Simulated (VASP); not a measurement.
Cr: single point with PBE

Crystal: Cr.

```
CELL_PARAMETERS angstrom
2.53011 0.00000 0.00000
-1.26505 2.19114 0.00000
0.00000 0.00000 8.92870
ATOMIC_POSITIONS crystal
Cr 0.00000 0.00000 0.00000
Cr 0.00000 0.00000 0.50000
Cr 0.33333 0.66667 0.25000
Cr 0.66667 0.33333 0.75000
```

This cell differs from its parent crystal: volume scaled by 1.04.

- Program: VASP 6.6.1
- Task: single point
- Functional: PBE
- Potentials or basis: VASP PAW PBE potentials, release 64 (Cr_pv)
- Cutoff: 520 eV
- k mesh: 16 × 16 × 4
- Occupations: fermi-dirac, width 0.05 eV
- Spin: collinear spin, ferromagnetic start
- Starting moments: [1.5, 1.5, 1.5, 1.5] μB

```json
{"Pressure": "-8.9 GPa", "Band gap on the k mesh": "zero (filled and empty bands overlap)", "Net moment": "0.00 μB per cell", "Valence electrons inside the program's atomic spheres": "Cr 10.94"}
```

Stress tensor (GPa, compression positive):
```
-9.12  0.00  0.00
 0.00 -9.12  0.00
 0.00  0.00 -8.54
```

Levels at points of the mesh, in eV from the Fermi level:
Spin up:
```tsv
k point	band 20	band 21	band 22	band 23	band 24	band 25	band 26	band 27	band 28	band 29
(0.00, 0.00, 0.00)	-0.41	-0.41	-0.32	-0.32	-0.17	-0.17	-0.14	-0.07	-0.07	1.08
(0.50, 0.00, 0.00)	-1.37	-0.72	-0.29	-0.19	0.87	0.87	1.65	2.18	2.19	2.44
(0.00, 0.00, 0.50)	-0.99	-0.34	-0.34	-0.34	-0.34	-0.16	-0.16	-0.16	-0.16	1.25
(0.50, 0.00, 0.50)	-1.49	0.09	0.09	0.10	0.10	0.60	0.60	1.77	1.77	2.64
```
Spin down:
```
           k point  band 20  band 21  band 22  band 23  band 24  band 25  band 26  band 27  band 28  band 29
(0.00, 0.00, 0.00)    -0.41    -0.41    -0.32    -0.32    -0.17    -0.17    -0.14    -0.07    -0.07     1.08
(0.50, 0.00, 0.00)    -1.37    -0.72    -0.29    -0.19     0.87     0.87     1.65     2.18     2.19     2.44
(0.00, 0.00, 0.50)    -0.99    -0.34    -0.34    -0.34    -0.34    -0.16    -0.16    -0.16    -0.16     1.25
(0.50, 0.00, 0.50)    -1.49     0.09     0.09     0.10     0.10     0.60     0.60     1.77     1.77     2.64
```

It took 22 min on 1 thread of AMD EPYC 7571, on a shared host, peak memory 0.3 GiB.

Caveat: the starting moments collapsed, and a magnetic state may lie lower.
